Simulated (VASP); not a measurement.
# CoO (Fm-3m) in VASP: a series of runs

CoO is run at these levels: PBEsol, LDA; tasks: single point.

Program: VASP 6.6.1. These are calculated values, not measurements. Logs are shortened: lines on timing, memory, paths and dates and some standing lists are left out, and cuts for length are marked.

## 1. The cell of the first run

Symmetry: Fm-3m, No. 225, cubic system. Conventional cell: a = 4.263 Å, b = 4.263 Å, c = 4.263 Å, α = 90.00°, β = 90.00°, γ = 90.00°. Within 2.8 Å of Co (site symmetry m-3m) lie 6 O at 2.13 Å. O (site symmetry m-3m) has 6 Co at 2.13 Å within 2.8 Å.

## 2. Single point, PBEsol, collinear spin, ferromagnetic start

Contents of INCAR:

```
ALGO = Normal
EDIFF = 1E-6
ENCUT = 520
GGA = PS
ISIF = 2
ISMEAR = 0
ISPIN = 2
LASPH = True
LCHARG = True
LELF = True
LMAXMIX = 4
LORBIT = 11
LREAL = False
LVHAR = True
LWAVE = False
MAGMOM = 2.45 0.35
NBANDS = 18
NELM = 150
PREC = Accurate
SIGMA = 0.05
```

Contents of KPOINTS:

```
k-points
0
Gamma
  12 12 12
```

Contents of POSCAR:

```
CoO
1.0
    0.0000000000      2.1315000000      2.1315000000
    2.1315000000      0.0000000000      2.1315000000
    2.1315000000      2.1315000000      0.0000000000
Co O
1 1
Direct
    0.0000000000      0.0000000000      0.0000000000
    0.5000000000      0.5000000000      0.5000000000
```

Potentials or basis: VASP PAW PBE potentials, release 64 (Co, O).

Command:

```
> cat potpaw_PBE.64/Co/POTCAR potpaw_PBE.64/O/POTCAR > POTCAR
> mpirun -np 1 vasp_std > vasp.out
```

OUTCAR:

```text
EDIFF = 1E-6
   ENCUT = 520
   GGA = PS
   ISIF = 2
   ISMEAR = 0
   ISPIN = 2
   LASPH = True
   LORBIT = 11
   LREAL = False
   NELM = 150
   PREC = Accurate

 ion  position               nearest neighbor table
   1  0.000  0.000  0.000-   2 2.13   2 2.13   2 2.13   2 2.13   2 2.13   2 2.13
   2  0.500  0.500  0.500-   1 2.13   1 2.13   1 2.13   1 2.13   1 2.13   1 2.13

  LATTYP: Found a face centered cubic cell.
 ALAT       =     4.2630000000

  Lattice vectors:

 A1 = (   0.0000000000,   2.1315000000,   2.1315000000)
 A2 = (   2.1315000000,   0.0000000000,   2.1315000000)
 A3 = (   2.1315000000,   2.1315000000,   0.0000000000)

Analysis of symmetry for initial positions (statically):
=====================================================================
 Subroutine PRICEL returns:
 Original cell was already a primitive cell.

 Routine SETGRP: Setting up the symmetry group for a
 face centered cubic supercell.

 Subroutine GETGRP returns: Found 48 space group operations
 (whereof 48 operations were pure point group operations)
 out of a pool of 48 trial point group operations.

The static configuration has the point symmetry O_h .

Analysis of symmetry for dynamics (positions and initial velocities):
=====================================================================
 Subroutine PRICEL returns:
 Original cell was already a primitive cell.

 Routine SETGRP: Setting up the symmetry group for a
 face centered cubic supercell.

 Subroutine GETGRP returns: Found 48 space group operations
 (whereof 48 operations were pure point group operations)
 out of a pool of 48 trial point group operations.

The dynamic configuration has the point symmetry O_h .

Analysis of structural, dynamic, and magnetic symmetry:
=====================================================================
 Subroutine PRICEL returns:
 Original cell was already a primitive cell.

 Routine SETGRP: Setting up the symmetry group for a
 face centered cubic supercell.

 Subroutine GETGRP returns: Found 48 space group operations
 (whereof 48 operations were pure point group operations)
 out of a pool of 48 trial point group operations.

The overall configuration has the point symmetry O_h .

 Subroutine INISYM returns: Found 48 space group operations
 (whereof 48 operations are pure point group operations),
 and found     1 'primitive' translations

----------------------------------------------------------------------------------------

                                     Primitive cell

[... 107 lines left out ...]
   IALGO  =     38    algorithm
   IMIX   =      4    mixing-type and parameters
     AMIX     =   0.40;   BMIX     =  1.00
     AMIX_MAG =   1.60;   BMIX_MAG =  1.00
  volume/ion in A,a.u.               =       9.68        65.35
  Fermi-wavevector in a.u.,A,eV,Ry     =   1.503407  2.841027 30.752334  2.260233
  Thomas-Fermi vector in A             =   2.614521
   LORBIT       =     11    0 simple, 1 ext, 2 COOP (PROOUT), +10 PAW based schemes
   GGA     = PS    functional components
   LHFCALC =     F    Hartree Fock is set to
   AEXX    =    0.0000 exact exchange contribution
   IVDW    =     0    specifies the selected vdW correction
   LEPSILON=     F    determine dielectric tensor
   LRPA    =     F    only Hartree local field effects (RPA)
 spin polarized calculation
 Gauss-broadening in eV      SIGMA  =   0.05
  energy-cutoff  :      520.00
  volume of cell :       19.37
 maximum number of plane-waves:       544
   NGX = 11   NGY = 11   NGZ = 11

 number of electron      15.0000007 magnetization       2.9663846

 Free energy of the ion-electron system (eV)
  ---------------------------------------------------
  ext. energy  EPLUGINS =         0.00000000
  ---------------------------------------------------
  free energy    TOTEN  =       -13.94443055 eV

  energy without entropy =      -13.93961582  energy(sigma->0) =      -13.94202319

 E-fermi :   7.7925     XC(G=0): -12.6479

 val. band max:        7.7894557838   @ k =  -0.4167   0.3333   0.0000
 cond. band min:       7.7977888719   @ k =   0.2500   0.2500   0.0000
 fundamental gap:      0.0083330882
 Fermi energy:         7.7925403953

 spin component 1

 k-point     1 :       0.0000    0.0000    0.0000
  band No.  band energies     occupation
      1     -12.4145      1.00000
      2       4.4860      1.00000
      3       4.4860      1.00000
      4       4.5782      1.00000
      5       4.5782      1.00000
      6       4.5782      1.00000
[... 493 lines left out ...]
     17      35.1904      0.00000
     18      36.5391      0.00000

 [... further k-points ...]

 spin component 2

 k-point     1 :       0.0000    0.0000    0.0000
  band No.  band energies     occupation
      1     -11.8579      1.00000
      2       5.2099      1.00000
      3       5.2099      1.00000
      4       5.2099      1.00000
      5       6.6902      1.00000
      6       6.6902      1.00000
[... 493 lines left out ...]
     17      35.5793      0.00000
     18      37.0980      0.00000

 [... further k-points ...]
[... 5 lines left out ...]
  --------------------------------------------------------------------------------------
  -------------------------------------------------------------------------------------
  Total       -1.3638613     -1.3638613     -1.3638613      0.0000000      0.0000000     -0.0000000
  in kB     -112.8222530   -112.8222530   -112.8222530      0.0000000      0.0000000     -0.0000000
  external PRESSURE =    -112.8222530 kB  Pullay stress =       0.0000000 kB

 VOLUME and BASIS-vectors are now :
 -----------------------------------------------------------------------------
  energy-cutoff  :      520.00
  volume of cell :       19.37
      direct lattice vectors                 reciprocal lattice vectors
     0.000000000  2.131500000  2.131500000    -0.234576589  0.234576589  0.234576589
     2.131500000  0.000000000  2.131500000     0.234576589 -0.234576589  0.234576589
     2.131500000  2.131500000  0.000000000     0.234576589  0.234576589 -0.234576589

 POSITION                                       TOTAL-FORCE (eV/Angst)
 -----------------------------------------------------------------------------------
      0.00000      0.00000      0.00000         0.000000     -0.000000     -0.000000
      2.13150      2.13150      2.13150        -0.000000      0.000000      0.000000
 -----------------------------------------------------------------------------------
    total drift:                                0.000000     -0.000000     -0.000000

  FREE ENERGIE OF THE ION-ELECTRON SYSTEM (eV)
  ---------------------------------------------------
  free  energy   TOTEN  =       -13.9444305471 eV

  energy  without entropy=      -13.9396158242  energy(sigma->0) =      -13.94202319

 total charge

# of ion       s       p       d       tot
------------------------------------------
    1        0.297   0.360   7.139   7.796
    2        1.550   3.399   0.000   4.950
--------------------------------------------------
tot          1.847   3.759   7.139  12.746

 magnetization (x)

# of ion       s       p       d       tot
------------------------------------------
    1        0.020   0.017   2.549   2.586
    2        0.029   0.298   0.000   0.327
--------------------------------------------------
tot          0.049   0.315   2.549   2.913
```

Wall time 64 s (1 thread of Intel Xeon Platinum 8259CL at 2.50GHz (Skylake/Cascade Lake), shared host); peak memory 0.17 GiB.

What came out:

```yaml
Free_energy: -13.9444 eV
Pressure: -11.3 GPa
Band_gap_on_the_k_mesh: zero (filled and empty bands overlap)
Net_moment: 2.97 μB per cell
Site_moments: Co +2.59; O +0.33 μB
Valence_electrons_inside_the_program's_atomic_spheres: Co 7.80; O 4.95
```

Caveat: the PAW data sets were made with another functional, which shifts forces and pressure a little; a cell with one magnetic atom can't hold antiferromagnetic order, which such compounds often take; semilocal functionals often make such compounds metallic where correlation or magnetic order opens a gap, which also shifts bond lengths. With open d or f shells a metallic result of PBEsol can be an artefact of self-interaction; +U or a hybrid may open a gap.

## 3. Single point, LDA, collinear spin, ferromagnetic start

This run uses another cell than the first one, of 10.27 Å³/atom, 1.060 times its volume.

Contents of INCAR:

```
PREC = Accurate
ENCUT = 520
EDIFF = 1E-6
ISMEAR = 0
SIGMA = 0.05
LREAL = F
LASPH = T
NELM = 150
ALGO = Normal
ISIF = 2
LWAVE = F
LCHARG = F
ISPIN = 2
MAGMOM = 2.45 0.35
LORBIT = 11
LMAXMIX = 4
GGA = CA
NBANDS = 18
```

Contents of KPOINTS:

```
regular mesh
0
Gamma
  12 12 12
```

Contents of POSCAR:

```
CoO
1.0
    0.0000000000      2.1733047310      2.1733047310
    2.1733047310      0.0000000000      2.1733047310
    2.1733047310      2.1733047310      0.0000000000
Co O
1 1
Direct
    0.0000000000      0.0000000000      0.0000000000
    0.5000000000      0.5000000000      0.5000000000
```

Potentials or basis: VASP PAW LDA potentials, release 64 (Co, O).

Command:

```
> cat potpaw_LDA.64/Co/POTCAR potpaw_LDA.64/O/POTCAR > POTCAR
> mpirun -np 1 vasp_std > vasp.out
```

Wall time 52 s (1 thread of Intel Xeon Platinum 8259CL at 2.50GHz (Skylake/Cascade Lake), shared host); peak memory 0.16 GiB.

The run converged. Its results:

```
Free energy                                           : -14.4696 eV
Pressure                                              : -26.4 GPa
Net moment                                            : 2.96 μB per cell
Site moments                                          : Co +2.55; O +0.34 μB
Valence electrons inside the program's atomic spheres : Co 7.74; O 4.90
```

Levels at points of the mesh, in eV from the Fermi level:
Spin up:
```csv
k point,band 5,band 6,band 7,band 8,band 9,band 10,band 11,band 12,band 13,band 14
"(0.00, 0.00, 0.00)",-2.99,-2.99,-2.96,-2.96,-2.96,0.64,16.43,17.47,17.47,17.47
"(0.50, 0.00, 0.00)",-2.29,-2.29,-1.81,0.06,0.06,4.78,8.58,12.80,12.80,19.52
"(0.50, 0.50, 0.00)",-3.73,-2.66,-2.24,-2.05,-2.05,5.31,9.21,11.26,14.81,14.81
```
Spin down:
```csv
k point,band 2,band 3,band 4,band 5,band 6,band 7,band 8,band 9,band 10,band 11
"(0.00, 0.00, 0.00)",-2.40,-2.40,-2.40,-0.97,-0.97,-0.97,-0.34,-0.34,1.19,16.52
"(0.50, 0.00, 0.00)",-7.15,-4.41,-4.41,-0.10,-0.10,0.19,2.19,2.19,5.14,9.37
"(0.50, 0.50, 0.00)",-6.00,-3.58,-3.58,-1.99,0.07,0.16,0.16,0.47,6.04,9.75
```

Caveat: a cell with one magnetic atom can't hold antiferromagnetic order, which such compounds often take; semilocal functionals often make such compounds metallic where correlation or magnetic order opens a gap, which also shifts bond lengths.

## 4. Single point, LDA, collinear spin, ferromagnetic start

Contents of INCAR:

```
SYSTEM = CoO
PREC     = Accurate       ! precision mode
ENCUT    = 600            ! plane-wave cutoff, eV
EDIFF    = 1E-6           ! SCF threshold, eV
ISMEAR   = 0              ! smearing method
SIGMA    = 0.05           ! smearing width, eV
LREAL    = .FALSE.        ! projectors in reciprocal space
LASPH    = .TRUE.         ! aspherical terms in the spheres
NELM     = 200            ! most SCF steps
ALGO     = Normal         ! electronic algorithm
ISIF     = 2              ! what is computed and relaxed
LWAVE    = .FALSE.        ! write WAVECAR
LCHARG   = .FALSE.        ! write CHGCAR
ISPIN    = 2              ! spin polarisation
MAGMOM   = 3 0            ! initial moments
LORBIT   = 11             ! projections on sites
LMAXMIX  = 4              ! l up to which the mixer works
NBANDS   = 22             ! bands
GGA_COMPAT= .FALSE.
```

Contents of KPOINTS:

```
regular mesh
0
G
  12 12 12
  0 0 0
```

Contents of POSCAR:

```
CoO
1.0
    0.0000000000      2.1315000000      2.1315000000
    2.1315000000      0.0000000000      2.1315000000
    2.1315000000      2.1315000000      0.0000000000
Co O
1 1
Direct
    0.0000000000      0.0000000000      0.0000000000
    0.5000000000      0.5000000000      0.5000000000
```

Potentials or basis: VASP PAW LDA potentials, release 64 (Co_sv, O).

Command:

```
> cat potpaw_LDA.64/Co_sv/POTCAR potpaw_LDA.64/O/POTCAR > POTCAR
> mpirun -np 1 vasp_std > vasp.out
```

OUTCAR:

```text
SYSTEM = CoO
   PREC = Accurate
   ENCUT = 600
   EDIFF = 1E-6
   ISMEAR = 0
   LREAL = .FALSE.
   LASPH = .TRUE.
   NELM = 200
   ISIF = 2
   ISPIN = 2
   LORBIT = 11

 ion  position               nearest neighbor table
   1  0.000  0.000  0.000-   2 2.13   2 2.13   2 2.13   2 2.13   2 2.13   2 2.13
   2  0.500  0.500  0.500-   1 2.13   1 2.13   1 2.13   1 2.13   1 2.13   1 2.13

  LATTYP: Found a face centered cubic cell.
 ALAT       =     4.2630000000

  Lattice vectors:

 A1 = (   0.0000000000,   2.1315000000,   2.1315000000)
 A2 = (   2.1315000000,   0.0000000000,   2.1315000000)
 A3 = (   2.1315000000,   2.1315000000,   0.0000000000)

[... 1414 lines left out ...]
 -----------------------------------------------------------------------------
  energy-cutoff  :      600.00
  volume of cell :       19.37
      direct lattice vectors                 reciprocal lattice vectors
     0.000000000  2.131500000  2.131500000    -0.234576589  0.234576589  0.234576589
     2.131500000  0.000000000  2.131500000     0.234576589 -0.234576589  0.234576589
     2.131500000  2.131500000  0.000000000     0.234576589  0.234576589 -0.234576589

 POSITION                                       TOTAL-FORCE (eV/Angst)
 -----------------------------------------------------------------------------------
      0.00000      0.00000      0.00000         0.000000     -0.000000      0.000000
      2.13150      2.13150      2.13150        -0.000000      0.000000     -0.000000
 -----------------------------------------------------------------------------------
    total drift:                                0.000000     -0.000000     -0.000000

  FREE ENERGIE OF THE ION-ELECTRON SYSTEM (eV)
  ---------------------------------------------------
  free  energy   TOTEN  =       -14.6833876531 eV

  energy  without entropy=      -14.6780962532  energy(sigma->0) =      -14.68074195

 total charge

# of ion       s       p       d       tot
------------------------------------------
    1        2.142   6.059   6.690  14.891
    2        1.542   3.384   0.000   4.926
--------------------------------------------------
tot          3.684   9.443   6.690  19.817

 magnetization (x)

# of ion       s       p       d       tot
------------------------------------------
    1        0.013   0.009   2.366   2.388
    2        0.028   0.270   0.000   0.299
--------------------------------------------------
tot          0.041   0.279   2.366   2.687
```

OSZICAR:

```text
N       E                     dE             d eps       ncg     rms          rms(c)
DAV:   1     0.237530569251E+03    0.23753E+03   -0.13652E+04  8512   0.306E+03
DAV:   2    -0.761392875258E+01   -0.24514E+03   -0.23295E+03  9542   0.714E+02
DAV:   3    -0.174100444494E+02   -0.97961E+01   -0.97525E+01  9266   0.116E+02
DAV:   4    -0.174993161532E+02   -0.89272E-01   -0.89235E-01  7652   0.923E+00
DAV:   5    -0.175025477779E+02   -0.32316E-02   -0.32315E-02  8938   0.191E+00    0.151E+01
DAV:   6    -0.166961318184E+02    0.80642E+00   -0.20429E+01 10066   0.941E+01    0.274E+01
DAV:   7    -0.147645131902E+02    0.19316E+01   -0.98192E+00  8862   0.690E+01    0.696E+00
DAV:   8    -0.147071153670E+02    0.57398E-01   -0.37926E-01  8974   0.703E+00    0.468E+00
DAV:   9    -0.146838996139E+02    0.23216E-01   -0.83735E-02 11514   0.422E+00    0.219E+00
DAV:  10    -0.146851172972E+02   -0.12177E-02   -0.12384E-02  9440   0.144E+00    0.115E+00
DAV:  11    -0.146832536313E+02    0.18637E-02   -0.10571E-02 10282   0.200E+00    0.119E-01
DAV:  12    -0.146834028171E+02   -0.14919E-03   -0.11292E-03  8714   0.314E-01    0.947E-02
DAV:  13    -0.146833840007E+02    0.18816E-04   -0.61899E-05  9438   0.140E-01    0.300E-02
DAV:  14    -0.146833878293E+02   -0.38286E-05   -0.19925E-05  9248   0.598E-02    0.108E-02
DAV:  15    -0.146833876531E+02    0.17615E-06   -0.11390E-06  4650   0.203E-02
   1 F= -.14683388E+02 E0= -.14680742E+02  d E =-.529140E-02  mag=     2.8011
```

stdout:

```text
POSCAR found type information on POSCAR CoO
 POSCAR found :  2 types and       2 ions
 scaLAPACK will be used
 LDA part: xc-table for (Slater(with rela. corr.)+CA(PZ))
 , standard interpolation
 POSCAR, INCAR and KPOINTS ok, starting setup
 FFT: planning ... GRIDC
 FFT: planning ... GRID_SOFT
 FFT: planning ... GRID
 WAVECAR not read
 entering main loop
```

It took 57 s on 1 thread of Intel Xeon Platinum 8375C at 2.90GHz (Ice Lake), shared host; peak memory 0.17 GiB.

What came out:

| Item | Value |
| --- | --- |
| Free energy | -14.6834 eV |
| Pressure | -22.5 GPa |
| Net moment | 2.80 μB per cell |
| Site moments | Co +2.39; O +0.30 μB |
| Valence electrons inside the program's atomic spheres | Co 14.89; O 4.93 |

Caveat: a cell with one magnetic atom can't hold antiferromagnetic order, which such compounds often take; semilocal functionals often make such compounds metallic where correlation or magnetic order opens a gap, which also shifts bond lengths. With open d or f shells a metallic result of LDA can be an artefact of self-interaction; +U or a hybrid may open a gap.

## 5. Overview

```tsv
level	potentials or basis	cell	cutoff (eV)	second run	gap on the mesh (eV)	pressure (GPa)	moment (μB)
PBEsol	VASP PAW PBE potentials, release 64 (Co, O)	a = 3.014 Å, angles 60.0°, 2 atoms	520	-	none	-11.3	2.97
LDA	VASP PAW LDA potentials, release 64 (Co, O)	a = 3.074 Å, angles 60.0°, 2 atoms	520	-	none	-26.4	2.96
LDA	VASP PAW LDA potentials, release 64 (Co_sv, O)	a = 3.014 Å, angles 60.0°, 2 atoms	600	valence_matched	none	-22.5	2.80
```

Alike in all rows: task single point; spin collinear, ferromagnetic start; k mesh 12 × 12 × 12; smearing gaussian 0.05 eV.

Caveats: a cell with one magnetic atom can't hold antiferromagnetic order, which such compounds often take; semilocal functionals often make such compounds metallic where correlation or magnetic order opens a gap, which also shifts bond lengths; the PAW data sets were made with another functional, which shifts forces and pressure a little (some runs).

Absolute energies hang on the potentials; compare differences alone.
